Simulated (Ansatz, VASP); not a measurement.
## Two plane-wave programs on TaN

```
Ta N
1.0
     5.23685    0.00000    0.00000
    -2.61842    4.53524    0.00000
     0.00000    0.00000    2.90800
Ta N
3 3
Direct
  0.00000 0.00000 0.00000
  0.33333 0.66667 0.50000
  0.66667 0.33333 0.50000
  0.50000 0.00000 0.00000
  0.50000 0.50000 0.00000
  0.00000 0.50000 0.00000
```

Change from the starting cell: equal xx and yy strain of +1 %, PAW files.

Alike in both runs: task electric field gradients; functional LDA; k mesh 5 × 5 × 8; occupations fermi-dirac, width 0.03 eV; no spin polarisation.

|  | VASP | Ansatz |
| --- | --- | --- |
| version | VASP 6.6.1 | Ansatz 0.2.0 |
| potentials or method | VASP PAW LDA potentials, release 64 (Ta_pv, N) | PAW with Ansatz's default frozen-core files, scalar-relativistic |
| plane-wave cutoff (eV) | 520 | 420 |
| valence electrons in the cell | 48 | 54 |

|  | VASP | Ansatz | Ansatz less VASP |
| --- | --- | --- | --- |
| pressure (GPa) | -8.4 | -10.0 | -1.58 |
| traceless stress, the component that is largest in VASP (GPa) | -0.29 | -0.62 | -0.327 |
| size of Vzz on the site where it differs most (V/Å²) | 340.8 | 459.8 | +119.03 |

LDA's correlation is that of Perdew and Zunger in VASP and of Perdew and Wang (1992) in Ansatz. VASP's potentials hold 48 valence electrons a cell and Ansatz's 54, so a difference there can come from the potentials and not from the codes.

Neither program's run includes spin-orbit coupling.
